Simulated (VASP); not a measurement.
# W3O4 (Pm-3m) in VASP: a series of runs

Runs on W3O4. Level: PBE. Tasks: single point.

All numbers are computed with VASP 6.6.1; they aren't measurements. Logs are shortened: lines on timing, memory, paths and dates and some standing lists are left out, and cuts for length are marked.

**1. The cell of the first run**

It takes space group Pm-3m (No. 221, cubic). Conventional cell: a = 4.282 Å, b = 4.282 Å, c = 4.282 Å, α = 90.00°, β = 90.00°, γ = 90.00°. Within 2.8 Å of W (site symmetry 4/mmm) lie 6 O at 2.14 Å. O (site symmetry m-3m) has 6 W at 2.14 Å within 2.8 Å. Within 2.8 Å of O (site symmetry 4/mmm) lie 4 W at 2.14 Å.

The cell was generated, and may not be a known phase.

**2. Single point, PBE**

INCAR reads:

```
ALGO = Normal ; EDIFF = 1E-6
ENCUT = 1340 ; GGA = PE
GGA_COMPAT = False ; ISIF = 2
ISMEAR = 0 ; LASPH = True
LCHARG = False ; LREAL = False
LWAVE = False ; NBANDS = 42
NELM = 120 ; PREC = Accurate
SIGMA = 0.1
```

KPOINTS reads:

```
k-points
0
Gamma
  4 4 4
```

POSCAR reads:

```
W3O4
1.0
    4.2817608731      0.0000000000      0.0000000000
    0.0000000000      4.2817608731      0.0000000000
    0.0000000000      0.0000000000      4.2817608731
W O
3 4
Direct
    0.5000000000      0.5000000000      0.0000000000
    0.0000000000      0.5000000000      0.5000000000
    0.5000000000      0.0000000000      0.5000000000
    0.5000000000      0.5000000000      0.5000000000
    0.5000000000      0.0000000000      0.0000000000
    0.0000000000      0.5000000000      0.0000000000
    0.0000000000      0.0000000000      0.5000000000
```

Potentials or basis: VASP PAW PBE potentials, release 64 (W_sv, O_h).

Command:

```bash
$ cat potpaw_PBE.64/W_sv/POTCAR potpaw_PBE.64/O_h/POTCAR > POTCAR
$ mpirun -np 1 vasp_std > vasp.out
```

OUTCAR:

```text
EDIFF = 1E-6
   ENCUT = 1340
   GGA = PE
   ISIF = 2
   ISMEAR = 0
   LASPH = True
   LREAL = False
   NELM = 120
   PREC = Accurate

 ion  position               nearest neighbor table
   1  0.500  0.500  0.000-   4 2.14   5 2.14   6 2.14   4 2.14   5 2.14   6 2.14   3 3.03   3 3.03
                             3 3.03   2 3.03   3 3.03   2 3.03   2 3.03   2 3.03
   2  0.000  0.500  0.500-   4 2.14   6 2.14   7 2.14   6 2.14   7 2.14   4 2.14   3 3.03   3 3.03
                             1 3.03   1 3.03   3 3.03   1 3.03   1 3.03   3 3.03
   3  0.500  0.000  0.500-   4 2.14   5 2.14   7 2.14   5 2.14   4 2.14   7 2.14   2 3.03   1 3.03
                             2 3.03   1 3.03   1 3.03   2 3.03   1 3.03   2 3.03
   4  0.500  0.500  0.500-   1 2.14   2 2.14   3 2.14   1 2.14   3 2.14   2 2.14
   5  0.500  0.000  0.000-   1 2.14   3 2.14   3 2.14   1 2.14
   6  0.000  0.500  0.000-   1 2.14   2 2.14   2 2.14   1 2.14
   7  0.000  0.000  0.500-   2 2.14   3 2.14   2 2.14   3 2.14

  LATTYP: Found a simple cubic cell.
 ALAT       =     4.2817608731

  Lattice vectors:

 A1 = (   4.2817608731,   0.0000000000,   0.0000000000)
 A2 = (   0.0000000000,   4.2817608731,   0.0000000000)
 A3 = (   0.0000000000,   0.0000000000,   4.2817608731)

Analysis of symmetry for initial positions (statically):
=====================================================================
 Subroutine PRICEL returns:
 Original cell was already a primitive cell.

 Routine SETGRP: Setting up the symmetry group for a
 simple cubic supercell.

 Subroutine GETGRP returns: Found 48 space group operations
 (whereof 48 operations were pure point group operations)
 out of a pool of 48 trial point group operations.

The static configuration has the point symmetry O_h .

Analysis of symmetry for dynamics (positions and initial velocities):
=====================================================================
 Subroutine PRICEL returns:
 Original cell was already a primitive cell.

 Routine SETGRP: Setting up the symmetry group for a
 simple cubic supercell.

 Subroutine GETGRP returns: Found 48 space group operations
 (whereof 48 operations were pure point group operations)
 out of a pool of 48 trial point group operations.

The dynamic configuration has the point symmetry O_h .

[... 93 lines left out ...]
   EDIFF  = 0.1E-05   stopping-criterion for ELM
   LREAL  =      F    real-space projection
   EDIFFG = 0.1E-04   stopping-criterion for IOM
   NSW    =      0    number of steps for IOM
   IBRION =     -1    ionic relax: 0-MD 1-quasi-New 2-CG
   NFREE  =      0    steps in history (QN), initial steepest desc. (CG)
   ISIF   =      2    stress and relaxation
   ISYM   =      2    0-nonsym 1-usesym 2-fastsym
   POTIM  = 0.5000    time-step for ionic-motion
   TEBEG  =    0.0;   TEEND  =   0.0 temperature during run
   PSTRESS=    0.0 pullay stress
   NELECT =      66.0000    total number of electrons
   NUPDOWN=      -1.0000    fix difference up-down
   EMIN   =  10.00;   EMAX   =-10.00  energy-range for DOS
   EFERMI =   0.00;   METHOD = LEGACY
   ISMEAR =     0;   SIGMA  =   0.10  broadening in eV -4-tet -1-fermi 0-gaus
   EFERMI_NEDOS =   21; number of points for ismear=-14 and -15
   IALGO  =     38    algorithm
   IMIX   =      4    mixing-type and parameters
     AMIX     =   0.40;   BMIX     =  1.00
     AMIX_MAG =   1.60;   BMIX_MAG =  1.00
  volume/ion in A,a.u.               =      11.21        75.68
  Fermi-wavevector in a.u.,A,eV,Ry     =   1.545137  2.919886 32.483218  2.387449
  Thomas-Fermi vector in A             =   2.650559
   LORBIT       =      0    0 simple, 1 ext, 2 COOP (PROOUT), +10 PAW based schemes
   GGA     = PE    functional components
   LHFCALC =     F    Hartree Fock is set to
   AEXX    =    0.0000 exact exchange contribution
   IVDW    =     0    specifies the selected vdW correction
   LEPSILON=     F    determine dielectric tensor
   LRPA    =     F    only Hartree local field effects (RPA)
 non-spin polarized calculation
 Gauss-broadening in eV      SIGMA  =   0.10
  energy-cutoff  :     1340.00
  volume of cell :       78.50
 maximum number of plane-waves:      8778
 NGX is ok and might be reduce to    54
   NGX = 25   NGY = 25   NGZ = 25

 number of electron      65.9999998 magnetization

 Free energy of the ion-electron system (eV)
  ---------------------------------------------------
  ext. energy  EPLUGINS =         0.00000000
  ---------------------------------------------------
  free energy    TOTEN  =       -61.82352470 eV

  energy without entropy =      -61.79218935  energy(sigma->0) =      -61.80785703

 E-fermi :  10.4525     XC(G=0): -12.6278

 val. band max:       10.4185966392   @ k =   0.2500   0.0000   0.0000
 cond. band min:      10.4990197869   @ k =   0.5000   0.2500   0.2500
 fundamental gap:      0.0804231477
 Fermi energy:        10.4524569242

 k-point     1 :       0.0000    0.0000    0.0000
  band No.  band energies     occupation
      1     -65.1103      2.00000
      2     -65.0586      2.00000
      3     -65.0586      2.00000
      4     -29.6191      2.00000
      5     -29.6191      2.00000
      6     -29.6191      2.00000
[... 439 lines left out ...]
     41      15.1814      0.00000
     42      15.7305      0.00000

------------------------ aborting loop because EDIFF is reached ----------------------------------------

  FORCE on cell =-STRESS in cart. coord.  units (eV):
  Direction    XX          YY          ZZ          XY          YZ          ZX
  --------------------------------------------------------------------------------------
  -------------------------------------------------------------------------------------
  Total        0.8365942      0.8365942      0.8365942      0.0000000     -0.0000000      0.0000000
  in kB       17.0749006     17.0749006     17.0749006      0.0000000     -0.0000000      0.0000000
  external PRESSURE =      17.0749006 kB  Pullay stress =       0.0000000 kB

 VOLUME and BASIS-vectors are now :
 -----------------------------------------------------------------------------
  energy-cutoff  :     1340.00
  volume of cell :       78.50
      direct lattice vectors                 reciprocal lattice vectors
     4.281760873  0.000000000  0.000000000     0.233548773  0.000000000  0.000000000
     0.000000000  4.281760873  0.000000000     0.000000000  0.233548773  0.000000000
     0.000000000  0.000000000  4.281760873     0.000000000  0.000000000  0.233548773

 POSITION                                       TOTAL-FORCE (eV/Angst)
 -----------------------------------------------------------------------------------
      2.14088      2.14088      0.00000         0.000000      0.000000      0.000000
      0.00000      2.14088      2.14088         0.000000      0.000000      0.000000
      2.14088      0.00000      2.14088         0.000000      0.000000      0.000000
      2.14088      2.14088      2.14088         0.000000      0.000000      0.000000
      2.14088      0.00000      0.00000         0.000000      0.000000      0.000000
      0.00000      2.14088      0.00000         0.000000      0.000000      0.000000
      0.00000      0.00000      2.14088         0.000000      0.000000      0.000000
 -----------------------------------------------------------------------------------
    total drift:                                0.000000      0.000000      0.000000

  FREE ENERGIE OF THE ION-ELECTRON SYSTEM (eV)
  ---------------------------------------------------
  free  energy   TOTEN  =       -61.8235247017 eV

  energy  without entropy=      -61.7921893517  energy(sigma->0) =      -61.80785703
```

stdout:

```text
POSCAR found type information on POSCAR W O
 POSCAR found :  2 types and       7 ions
 scaLAPACK will be used
 LDA part: xc-table for (Slater+PW92), standard interpolation
 POSCAR, INCAR and KPOINTS ok, starting setup
 FFT: planning ... GRIDC
 FFT: planning ... GRID_SOFT
 FFT: planning ... GRID
 WAVECAR not read
 entering main loop
```

Wall time 88 s (1 thread of Intel Xeon 6975P-C (Granite Rapids), shared host); peak memory 0.42 GiB.

Results:

- Free energy: -61.8235 eV
- Pressure: 1.7 GPa
- Band gap on the k mesh: zero (bands 33 and 34 overlap by 1.59 eV)

Caveat: the k points lie up to 0.37 Å⁻¹ apart, too coarse for converged energies and pressures of a metal; spin-orbit coupling is left out, which moves the levels of the heavy elements.

**3. Single point, PBE**

INCAR reads:

```
  ALGO = Normal
  EDIFF = 1E-6
  ENCUT = 1340
  GGA = PE
  GGA_COMPAT = False
  ISIF = 2
  ISMEAR = 0
  LASPH = True
  LCHARG = False
  LREAL = False
  LWAVE = False
  NBANDS = 42
  NELM = 120
  PREC = Accurate
  SIGMA = 0.1
```

KPOINTS reads:

```
k-points
0
Gamma
  10 10 10
```

Edit POSCAR of step 2 so:

```diff
@@ -2,5 +2,5 @@
 1.0
-    4.2817608731      0.0000000000      0.0000000000
-    0.0000000000      4.2817608731      0.0000000000
-    0.0000000000      0.0000000000      4.2817608731
+    4.2840644554      0.0000000000      0.0000000000
+    0.0000000000      4.2840644554      0.0000000000
+    0.0000000000      0.0000000000      4.2840644554
 W O
```

Potentials or basis: VASP PAW PBE potentials, release 64 (W_sv, O_h).

Command:

```bash
$ cat potpaw_PBE.64/W_sv/POTCAR potpaw_PBE.64/O_h/POTCAR > POTCAR
$ mpirun -np 1 vasp_std > vasp.out
```

Wall time 7.9 min (1 thread of Intel Xeon 6975P-C (Granite Rapids), shared host); peak memory 0.78 GiB.

The run converged. Its results:

```
Free energy            : -61.7608 eV
Pressure               : 1.5 GPa
Band gap on the k mesh : zero (bands 33 and 34 overlap by 1.62 eV)
```

Levels at points of the mesh, in eV from the Fermi level:
| k point | band 30 | band 31 | band 32 | band 33 | band 34 | band 35 | band 36 | band 37 |
| --- | --- | --- | --- | --- | --- | --- | --- | --- |
| (0.00, 0.00, 0.00) | -4.86 | -4.86 | -0.91 | -0.91 | -0.91 | -0.75 | -0.45 | -0.45 |
| (0.50, 0.00, 0.00) | -1.65 | -1.17 | -1.17 | -1.05 | -1.05 | -0.09 | -0.01 | 0.71 |
| (0.50, 0.50, 0.00) | -0.84 | -0.84 | -0.64 | 0.11 | 0.12 | 0.16 | 0.16 | 0.58 |
| (0.50, 0.50, 0.50) | 0.14 | 0.14 | 0.57 | 0.57 | 0.57 | 1.02 | 1.25 | 1.25 |

Caveat: spin-orbit coupling is left out, which moves the levels of the heavy elements.

The gap in the log of VASP goes by the Fermi energy; the results here count the filled bands.